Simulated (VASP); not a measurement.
# Si (I4_1/amd) in VASP: further runs, part 2 of 2

VASP 6.6.1. The steps go on from the part before.

**5. Single point, HSE06**

This run uses another cell than the first one, of 14.95 Å³/atom.

POSCAR

```
Si
1.0
   -2.3713723045      2.3713723045      1.3292653899
    2.3713723045     -2.3713723045      1.3292653899
    2.3713723045      2.3713723045     -1.3292653899
Si
2
Direct
    0.5000000000      0.5000000000      0.0000000000
    0.2500000000      0.7500000000      0.5000000000
```

INCAR.step1

```
  PREC = Accurate
  ENCUT = 520
  EDIFF = 1E-5
  ISMEAR = -1
  SIGMA = 0.05
  LREAL = False
  LASPH = True
  NELM = 80
  ALGO = Normal
  ISIF = 2
  LWAVE = True
  GGA = PE
  NBANDS = 11
```

INCAR.step2

```
  PREC = Accurate
  ENCUT = 520
  EDIFF = 1E-6
  ISMEAR = -1
  SIGMA = 0.05
  LREAL = False
  LASPH = True
  NELM = 80
  ALGO = Normal
  ISIF = 2
  LWAVE = False
  LCHARG = True
  GGA = PE
  LHFCALC = True
  HFSCREEN = 0.2079
  PRECFOCK = Normal
  LELF = True
  LVHAR = True
  ISTART = 1
  NBANDS = 11
```

KPOINTS

```
regular mesh
0
Gamma
  8 8 8
```

Potentials or basis: VASP PAW PBE potentials, release 64 (Si).

Command:

```bash
cat potpaw_PBE.64/Si/POTCAR > POTCAR
cp INCAR.step1 INCAR
mpirun -np 1 vasp_std > vasp.out
cp INCAR.step2 INCAR
mpirun -np 1 vasp_std > vasp.out
```

OUTCAR:

```text
PREC = Accurate
   ENCUT = 520
   EDIFF = 1E-6
   ISMEAR = -1
   LREAL = False
   LASPH = True
   NELM = 80
   ISIF = 2
   GGA = PE
   LHFCALC = True
   HFSCREEN = 0.2079
   PRECFOCK = Normal
   ISTART = 1

 ion  position               nearest neighbor table
   1  0.500  0.500  0.000-   2 2.46   2 2.46   2 2.46   2 2.46   2 3.10   2 3.10   2 3.10   2 3.10

   2  0.250  0.750  0.500-   1 2.46   1 2.46   1 2.46   1 2.46   1 3.10   1 3.10   1 3.10   1 3.10

  LATTYP: Found a body centered tetragonal cell.
 ALAT       =     4.7427446090
 C/A-ratio  =     0.5605468983

  Lattice vectors:

 A1 = (  -2.3713723045,   2.3713723045,   1.3292653899)
 A2 = (   2.3713723045,  -2.3713723045,   1.3292653899)
 A3 = (   2.3713723045,   2.3713723045,  -1.3292653899)

Analysis of symmetry for initial positions (statically):
=====================================================================
 Subroutine PRICEL returns:
 Original cell was already a primitive cell.

 Routine SETGRP: Setting up the symmetry group for a
 body centered tetragonal supercell.

[... 184 lines left out ...]
      1      -6.3595      2.00000
      2       6.4435      2.00000
      3       6.4435      2.00000
      4       7.5171      2.00000
      5      11.2481      0.00000
      6      17.7192      0.00000
      7      19.5085      0.00000
      8      19.5085      0.00000
      9      19.5287      0.00000
     10      20.6026      0.00000
     11      21.1562      0.00000
[... 309 lines left out ...]
 k-point    24 :       0.3750    0.1250    0.1250
  band No.  band energies     occupation
      1       0.9280      2.00000
      2       1.8674      2.00000
      3       4.5327      2.00000
      4       5.2484      2.00000
      5      10.9362      0.00000
      6      13.0072      0.00000
      7      15.0389      0.00000
      8      15.4923      0.00000
      9      18.1298      0.00000
     10      20.0086      0.00000
     11      22.1137      0.00000

 [... further k-points ...]

------------------------ aborting loop because EDIFF is reached ----------------------------------------

  FORCE on cell =-STRESS in cart. coord.  units (eV):
  Direction    XX          YY          ZZ          XY          YZ          ZX
  --------------------------------------------------------------------------------------
  -------------------------------------------------------------------------------------
  Total        0.0583285      0.0583285      0.5409481      0.0000000      0.0000000      0.0000000
  in kB        3.1255055      3.1255055     28.9864497      0.0000000      0.0000000      0.0000000
  external PRESSURE =      11.7458202 kB  Pullay stress =       0.0000000 kB

 VOLUME and BASIS-vectors are now :
 -----------------------------------------------------------------------------
  energy-cutoff  :      520.00
  volume of cell :       29.90
      direct lattice vectors                 reciprocal lattice vectors
    -2.371372304  2.371372304  1.329265390     0.000000000  0.210848376  0.376147610
     2.371372304 -2.371372304  1.329265390     0.210848376  0.000000000  0.376147610
     2.371372304  2.371372304 -1.329265390     0.210848376  0.210848376  0.000000000

 POSITION                                       TOTAL-FORCE (eV/Angst)
 -----------------------------------------------------------------------------------
      0.00000      0.00000      1.32927        -0.000000      0.000000     -0.000000
      2.37137     -0.00000      0.66463         0.000000     -0.000000      0.000000
 -----------------------------------------------------------------------------------
    total drift:                                0.000000      0.000000     -0.000000

  FREE ENERGIE OF THE ION-ELECTRON SYSTEM (eV)
  ---------------------------------------------------
  free  energy   TOTEN  =       -11.7676613694 eV

  energy  without entropy=      -11.7599060628  energy(sigma->0) =      -11.76378372
```

OUTCAR.step1:

```text
PREC = Accurate
   ENCUT = 520
   EDIFF = 1E-5
   ISMEAR = -1
   LREAL = False
[... 561 lines left out ...]
      0.00000      0.00000      1.32927         0.000000     -0.000000      0.000000
      2.37137     -0.00000      0.66463        -0.000000      0.000000     -0.000000
 -----------------------------------------------------------------------------------
    total drift:                                0.000000      0.000000      0.000000

  FREE ENERGIE OF THE ION-ELECTRON SYSTEM (eV)
  ---------------------------------------------------
  free  energy   TOTEN  =       -10.2548440359 eV

  energy  without entropy=      -10.2457383188  energy(sigma->0) =      -10.25029118
```

OSZICAR.step1:

```text
N       E                     dE             d eps       ncg     rms          rms(c)
DAV:   1     0.569962836280E+01    0.56996E+01   -0.33962E+03  1298   0.609E+02
DAV:   2    -0.982678940865E+01   -0.15526E+02   -0.14716E+02  1679   0.827E+01
DAV:   3    -0.102693713066E+02   -0.44258E+00   -0.44018E+00  1727   0.115E+01
DAV:   4    -0.102711497289E+02   -0.17784E-02   -0.17782E-02  1571   0.910E-01
DAV:   5    -0.102711578715E+02   -0.81426E-05   -0.81419E-05  1632   0.558E-02    0.423E+00
DAV:   6    -0.102612940739E+02    0.98638E-02   -0.38979E-03  1528   0.319E-01    0.246E+00
DAV:   7    -0.102548482592E+02    0.64458E-02   -0.91951E-03  1421   0.520E-01    0.217E-01
DAV:   8    -0.102548563521E+02   -0.80930E-05   -0.60890E-04  1559   0.143E-01    0.678E-02
DAV:   9    -0.102548443847E+02    0.11967E-04   -0.25955E-05  1396   0.279E-02    0.230E-02
DAV:  10    -0.102548440359E+02    0.34887E-06   -0.24688E-06   793   0.101E-02
   1 F= -.10254844E+02 E0= -.10250291E+02  d E =-.910572E-02
```

Wall time 84 min (1 thread of Intel Xeon Platinum 8259CL at 2.50GHz (Skylake/Cascade Lake), shared host); peak memory 0.29 GiB.

Results:

- Free energy: -11.7677 eV
- Pressure: 1.2 GPa
- Band gap on the k mesh: zero (bands 4 and 5 overlap by 6.08 eV)

Stress tensor (GPa, compression positive):
```
0.31 0.00 0.00
0.00 0.31 0.00
0.00 0.00 2.90
```

Caveat: the PAW data sets were made with another functional, which shifts forces and pressure a little.

**6. The runs side by side**

| level | cell | k mesh | screening parameter | gap on the mesh (eV) | pressure (GPa) |
| --- | --- | --- | --- | --- | --- |
| PBE0 | a = 3.534 Å, angles 97.8, 97.8, 136.8°, 2 atoms | 6 × 6 × 6 | - | none | 9.2 |
| PBE0 | a = 3.559 Å, angles 97.8, 97.8, 136.8°, 2 atoms | 6 × 6 × 6 | - | none | 6.0 |
| PBE0 | a = 3.583 Å, angles 97.8, 97.8, 136.8°, 2 atoms | 6 × 6 × 6 | - | none | 3.0 |
| HSE06 | a = 3.607 Å, angles 97.8, 97.8, 136.8°, 2 atoms | 8 × 8 × 8 | 0.2079 1/Å | none | 1.2 |

Alike in all rows: task single point; potentials or basis VASP PAW PBE potentials, release 64 (Si); no spin polarisation; cutoff (eV) 520; smearing fermi-dirac 0.05 eV.

Caveats: some runs use coarse meshes; the PAW data sets were made with another functional, which shifts forces and pressure a little.

Absolute energies hang on the potentials; compare differences alone.
